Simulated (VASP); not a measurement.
A run of VASP 6.6.1:

Contents of INCAR:

```
PREC = Accurate
ENCUT = 520
EDIFF = 1E-6
ISMEAR = 0
SIGMA = 0.1
LREAL = False
LASPH = True
NELM = 60
ALGO = Fast
ISIF = 2
LWAVE = False
LCHARG = False
GGA = PE
NBANDS = 11
```

Contents of KPOINTS:

```
regular mesh
0
Gamma
  10 10 10
```

Contents of POSCAR:

```
Ba
1.0
   -2.4840500000      2.5843250000      2.4193000000
    2.6153500000     -2.6860250000      2.6523000000
    2.5643000000      2.7662750000     -2.5210000000
Ba
1
Direct
    0.0000000000      0.0000000000      0.0000000000
```

Potentials or basis: VASP PAW PBE potentials, release 64 (Ba_sv).

The run is started by

```bash
$ cat potpaw_PBE.64/Ba_sv/POTCAR > POTCAR
$ mpirun -np 1 vasp_std > vasp.out
```

Hardware: 1 thread of Intel Xeon 8259CL, on a shared host.

Q: How long does it take, and how much memory?

A: Wall time 6.7 min on 1 thread of Intel Xeon 8259CL (shared host), peak memory 0.5 GiB. Counts: scf iterations 11, k points 504.
